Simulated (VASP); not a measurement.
# WCl4F2 (I4/mmm) in VASP: further runs, part 2 of 2

VASP 6.6.1.

## (3) Single point, PBE

Input file INCAR:

```
PREC = Accurate ; ENCUT = 520
EDIFF = 1E-6 ; ISMEAR = 0
SIGMA = 0.02 ; LREAL = False
LASPH = True ; NELM = 100
ALGO = Normal ; ISIF = 2
LWAVE = False ; LCHARG = False
GGA = PE ; NBANDS = 37
```

Input file KPOINTS:

```
regular mesh
0
Gamma
  6 6 6
```

Input file POSCAR:

```
WCl4F2
1.0
   -3.7097924466      3.7097924466      4.1200949616
    3.7097924466     -3.7097924466      4.1200949616
    3.7097924466      3.7097924466     -4.1200949616
W Cl F
1 4 2
Direct
    0.0000000000      0.0000000000      0.0000000000
    0.7809494928      0.2190505072      0.0000000000
    0.7809494928      0.7809494928      0.5618989856
    0.2190505072      0.2190505072      0.4381010145
    0.2190505072      0.7809494928      0.0000000000
    0.7733967488      0.7733967488      0.0000000000
    0.2266032512      0.2266032512      0.0000000000
```

Potentials or basis: VASP PAW PBE potentials, release 64 (W_sv, Cl, F).

Started as:

```sh
> cat potpaw_PBE.64/W_sv/POTCAR potpaw_PBE.64/Cl/POTCAR potpaw_PBE.64/F/POTCAR > POTCAR
> mpirun -np 1 vasp_std > vasp.out
```

OUTCAR:

```text
PREC = Accurate
   ENCUT = 520
   EDIFF = 1E-6
   ISMEAR = 0
   LREAL = False
   LASPH = True
   NELM = 100
   ISIF = 2
   GGA = PE

 ion  position               nearest neighbor table
   1  0.000  0.000  0.000-   6 1.87   7 1.87   3 2.30   2 2.30   5 2.30   4 2.30
   2  0.781  0.219  0.000-   1 2.30
   3  0.781  0.781  0.562-   1 2.30
   4  0.219  0.219  0.438-   1 2.30
   5  0.219  0.781  0.000-   1 2.30
   6  0.773  0.773  0.000-   1 1.87
   7  0.227  0.227  0.000-   1 1.87

  LATTYP: Found a body centered tetragonal cell.
 ALAT       =     7.4195848932
 C/A-ratio  =     1.1105998572

  Lattice vectors:

 A1 = (  -3.7097924466,   3.7097924466,   4.1200949616)
 A2 = (   3.7097924466,  -3.7097924466,   4.1200949616)
 A3 = (   3.7097924466,   3.7097924466,  -4.1200949616)

Analysis of symmetry for initial positions (statically):
=====================================================================
 Subroutine PRICEL returns:
 Original cell was already a primitive cell.

[... 176 lines left out ...]
  free energy    TOTEN  =       -34.23755260 eV

  energy without entropy =      -34.23755260  energy(sigma->0) =      -34.23755260

 E-fermi :  -2.2969     XC(G=0):  -6.6956

 val. band max:       -2.5830741311   @ k =   0.0000   0.0000   0.0000
 cond. band min:      -0.8802991961   @ k =   0.5000   0.5000   0.5000
 fundamental gap:      1.7027749350
 Fermi energy:        -2.2968558763

 k-point     1 :       0.0000    0.0000    0.0000
  band No.  band energies     occupation
      1     -77.9247      2.00000
      2     -42.2669      2.00000
      3     -41.9288      2.00000
      4     -41.9288      2.00000
      5     -25.2776      2.00000
      6     -24.4594      2.00000
[... 949 lines left out ...]
     36       6.8560      0.00000
     37       7.1079      0.00000

 [... further k-points ...]
[... 5 lines left out ...]
  --------------------------------------------------------------------------------------
  -------------------------------------------------------------------------------------
  Total       -0.1381555     -0.1381555      1.2944292      0.0000000      0.0000000      0.0000000
  in kB       -0.9759159     -0.9759159      9.1437099      0.0000000      0.0000000      0.0000000
  external PRESSURE =       2.3972927 kB  Pullay stress =       0.0000000 kB

 VOLUME and BASIS-vectors are now :
 -----------------------------------------------------------------------------
  energy-cutoff  :      520.00
  volume of cell :      226.81
      direct lattice vectors                 reciprocal lattice vectors
    -3.709792447  3.709792447  4.120094962     0.000000000  0.134778430  0.121356426
     3.709792447 -3.709792447  4.120094962     0.134778430  0.000000000  0.121356426
     3.709792447  3.709792447 -4.120094962     0.134778430  0.134778430  0.000000000

 POSITION                                       TOTAL-FORCE (eV/Angst)
 -----------------------------------------------------------------------------------
      0.00000      0.00000      0.00000         0.000000      0.000000      0.000000
     -2.08453      2.08453      4.12009        -0.002040      0.002040     -0.000000
      2.08453      2.08453      4.12009         0.002040      0.002040     -0.000000
      1.62526      1.62526     -0.00000        -0.002040     -0.002040      0.000000
      2.08453     -2.08453      4.12009         0.002040     -0.002040      0.000000
      0.00000      0.00000      6.37294        -0.000000     -0.000000     -0.372139
      0.00000      0.00000      1.86725         0.000000      0.000000      0.372139
 -----------------------------------------------------------------------------------
    total drift:                               -0.000000     -0.000000      0.000000

  FREE ENERGIE OF THE ION-ELECTRON SYSTEM (eV)
  ---------------------------------------------------
  free  energy   TOTEN  =       -34.2375526033 eV

  energy  without entropy=      -34.2375526033  energy(sigma->0) =      -34.23755260
```

stdout:

```text
POSCAR found type information on POSCAR W ClF
 POSCAR found :  3 types and       7 ions
 scaLAPACK will be used
 LDA part: xc-table for (Slater+PW92), standard interpolation
 POSCAR, INCAR and KPOINTS ok, starting setup
 FFT: planning ... GRIDC
 FFT: planning ... GRID_SOFT
 FFT: planning ... GRID
 WAVECAR not read
 entering main loop
```

It took 3.1 min on 1 thread of Intel Xeon Platinum 8559C (Emerald Rapids), shared host; peak memory 0.47 GiB.

Results:

| Quantity | Value |
| --- | --- |
| Free energy | -34.2376 eV |
| Pressure | 0.2 GPa |
| Largest force | 0.372 eV/Å |
| Band gap on the k mesh | 1.70 eV (least direct gap 1.74 eV) |

Forces in eV/Å, atoms in the order of the input:
```
W    0.000  0.000  0.000
Cl  -0.002  0.002  0.000
Cl   0.002  0.002  0.000
Cl  -0.002 -0.002  0.000
Cl   0.002 -0.002  0.000
F    0.000  0.000 -0.372
F    0.000  0.000  0.372
```

Caveat: spin-orbit coupling is left out, which moves the levels of the heavy elements; this functional lacks dispersion, which binds layers or chains, so the pressure and a relaxed spacing across them are unreliable. A k mesh can miss the band edges.

## (4) Single point, PBE (33.37 Å³/atom)

This run uses another cell than the first one, of 33.37 Å³/atom.

Input file INCAR:

```
ALGO     = Normal         # electronic algorithm
EDIFF    = 1E-6           # SCF threshold, eV
ENCUT    = 520            # plane-wave cutoff, eV
GGA      = PE             # functional
ISIF     = 2              # what is computed and relaxed
ISMEAR   = 0              # smearing method
LASPH    = T              # aspherical terms in the spheres
LCHARG   = F              # write CHGCAR
LREAL    = F              # projectors in reciprocal space
LWAVE    = F              # write WAVECAR
NBANDS   = 37             # bands
NELM     = 100            # most SCF steps
PREC     = Accurate       # precision mode
SIGMA    = 0.02           # smearing width, eV
```

Input file KPOINTS:

```
k-points
0
Gamma
  6 6 6
```

Input file POSCAR:

```
WCl4F2
1.0
   -3.7263751152      3.7263751152      4.2060122570
    3.7263751152     -3.7263751152      4.2060122570
    3.7263751152      3.7263751152     -4.2060122570
W Cl F
1 4 2
Direct
    0.0000000000      0.0000000000      0.0000000000
    0.7818877934      0.2181122066      0.0000000000
    0.7818877934      0.7818877934      0.5637755868
    0.2181122066      0.2181122066      0.4362244132
    0.2181122066      0.7818877934      0.0000000000
    0.7780629820      0.7780629820      0.0000000000
    0.2219370180      0.2219370180      0.0000000000
```

Started as:

```sh
> cat potpaw_PBE.64/W_sv/POTCAR potpaw_PBE.64/Cl/POTCAR potpaw_PBE.64/F/POTCAR > POTCAR
> mpirun -np 1 vasp_std > vasp.out
```

It took 2.9 min on 1 thread of Intel Xeon Platinum 8559C (Emerald Rapids), shared host; peak memory 0.48 GiB.

Results (log left out):

* Free energy: -34.2376 eV
* Pressure: 0.2 GPa
* Largest force: 0.379 eV/Å
* Band gap on the k mesh: 1.72 eV (least direct gap 1.75 eV)

Forces in eV/Å, atoms in the order of the input:
```
W    0.000  0.000  0.000
Cl  -0.003  0.003  0.000
Cl   0.003  0.003  0.000
Cl  -0.003 -0.003  0.000
Cl   0.003 -0.003  0.000
F    0.000  0.000 -0.379
F    0.000  0.000  0.379
```

Stress tensor (GPa, compression positive):
```
-0.13  0.00  0.00
 0.00 -0.13  0.00
 0.00  0.00  0.85
```

Levels at points of the mesh, in eV from the valence-band top:
```
           k point  band 25  band 26  band 27  band 28  band 29  band 30  band 31  band 32
(0.00, 0.00, 0.00)    -0.63    -0.63    -0.56     0.00     1.77     2.30     2.30     5.54
(0.50, 0.00, 0.00)    -0.89    -0.78    -0.59    -0.14     1.88     2.40     2.43     5.33
(0.50, 0.50, 0.00)    -0.85    -0.84    -0.70    -0.27     2.03     2.29     2.56     4.96
(0.50, 0.50, 0.50)    -0.85    -0.61    -0.61    -0.03     1.72     2.56     2.56     5.51
```

Caveat: spin-orbit coupling is left out, which moves the levels of the heavy elements; this functional lacks dispersion, which binds layers or chains, so the pressure and a relaxed spacing across them are unreliable.

## (5) Single point, PBE (34.35 Å³/atom)

This run uses another cell than the first one, of 34.35 Å³/atom.

Input file INCAR:

```
SYSTEM = WCl4F2
PREC = Accurate ; ENCUT = 520
EDIFF = 1E-7 ; ISMEAR = 0
SIGMA = 0.02 ; LREAL = .False.
LASPH = .True. ; NELM = 60
ALGO = Normal ; ISIF = 2
LWAVE = .False. ; LCHARG = .False.
GGA = PE ; NBANDS = 37
```

Input file KPOINTS:

```
Automatic mesh
0
Gamma
  6 6 6
  0 0 0
```

Input file POSCAR:

```
WCl4F2
1.0
   -3.7547064644      3.7547064644      4.2634417695
    3.7547064644     -3.7547064644      4.2634417695
    3.7547064644      3.7547064644     -4.2634417695
W Cl F
1 4 2
Direct
    0.0000000000      0.0000000000      0.0000000000
    0.7835172461      0.2164827539      0.0000000000
    0.7835172461      0.7835172461      0.5670344922
    0.2164827539      0.2164827539      0.4329655078
    0.2164827539      0.7835172461      0.0000000000
    0.7810341358      0.7810341358      0.0000000000
    0.2189658642      0.2189658642      0.0000000000
```

Started as:

```sh
> cat potpaw_PBE.64/W_sv/POTCAR potpaw_PBE.64/Cl/POTCAR potpaw_PBE.64/F/POTCAR > POTCAR
> mpirun -np 1 vasp_std > vasp.out
```

It took 4.4 min on 1 thread of Intel Xeon Platinum 8559C (Emerald Rapids), shared host; peak memory 0.54 GiB.

Results (log left out):

```yaml
Free_energy: -34.2365 eV
Pressure: 0.2 GPa
Largest_force: 0.368 eV/Å
Band_gap_on_the_k_mesh: 1.74 eV (least direct gap 1.77 eV)
```

Forces in eV/Å, atoms in the order of the input:
```
W    0.000  0.000  0.000
Cl  -0.004  0.004  0.000
Cl   0.004  0.004  0.000
Cl  -0.004 -0.004  0.000
Cl   0.004 -0.004  0.000
F    0.000  0.000 -0.368
F    0.000  0.000  0.368
```

Stress tensor (GPa, compression positive):
```
-0.15  0.00  0.00
 0.00 -0.15  0.00
 0.00  0.00  0.78
```

Levels at points of the mesh, in eV from the valence-band top:
```csv
k point,band 26,band 27,band 28,band 29,band 30,band 31
"(0.00, 0.00, 0.00)",-0.63,-0.57,0.00,1.79,2.32,2.32
"(0.50, 0.00, 0.00)",-0.77,-0.59,-0.13,1.89,2.41,2.44
"(0.50, 0.50, 0.00)",-0.82,-0.71,-0.25,2.03,2.32,2.56
"(0.50, 0.50, 0.50)",-0.61,-0.61,-0.03,1.74,2.56,2.56
```

Caveat: spin-orbit coupling is left out, which moves the levels of the heavy elements; this functional lacks dispersion, which binds layers or chains, so the pressure and a relaxed spacing across them are unreliable. A k mesh can miss the band edges.

## (6) Overview

| task | cell | cutoff (eV) | gap on the mesh (eV) | pressure (GPa) | largest force (eV/Å) |
| --- | --- | --- | --- | --- | --- |
| relaxation of cell and atoms | relaxed from a = 6.671 Å, angles 112.4, 112.4, 103.7°, 7 atoms, atomic positions A | 600 | 1.67 | 0.0 | 0.01 |
| single point | a = 6.671 Å, angles 112.4, 112.4, 103.7°, 7 atoms, atomic positions A | 520 | 1.70 | 0.2 | 0.37 |
| single point | a = 6.743 Å, angles 112.9, 112.9, 102.8°, 7 atoms, atomic positions B | 520 | 1.72 | 0.2 | 0.38 |
| single point | a = 6.810 Å, angles 113.1, 113.1, 102.5°, 7 atoms, atomic positions C | 520 | 1.74 | 0.2 | 0.37 |

Alike in all rows: level PBE; potentials or basis VASP PAW PBE potentials, release 64 (W_sv, Cl, F); no spin polarisation; k mesh 6 × 6 × 6; smearing gaussian 0.02 eV.

Caveats: spin-orbit coupling is left out, which moves the levels of the heavy elements; this functional lacks dispersion, which binds layers or chains, so the pressure and a relaxed spacing across them are unreliable.

Total energies depend on the potentials used, so only differences within one code and one set of settings carry meaning.
